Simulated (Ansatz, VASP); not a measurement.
## One calculation of TiC, two programs

```
Ti C
1.0
     0.00000    2.14680    2.14680
     2.14680    0.00000    2.14680
     2.14680    2.14680    0.00000
Ti C
1 1
Cartesian
  0.0000 0.0000 0.0000
  2.1468 2.1468 2.1468
```

Alike in both runs: functional PBEsol; k mesh 16 × 16 × 16; occupations fermi-dirac, width 0.15 eV; no spin polarisation.

Ansatz relaxed the structure, and its values are those at the end. VASP's run is a single point on that final structure, the one shown.

```csv
,VASP,Ansatz
version,VASP 6.6.1,Ansatz 0.2.0
potentials or method,"VASP PAW PBE potentials, release 64 (Ti_sv, C), cutoff 520 eV","scalar-relativistic, plane waves, PAW"
valence electrons in the cell,16,16
```

Ansatz gave:

```
gap on the k mesh at the Fermi level (eV) : none
pressure (GPa)                            : 0.0
```

Problem. Estimate VASP's values.

Solution. gap on the k mesh at the Fermi level (eV): none; pressure (GPa): 0.3.

VASP's potentials were made for PBE, not for PBEsol. A gap of «none» marks a metal or a gap that the smearing closes. The functional is the same, so the differences come from potentials, cutoffs and numerics.
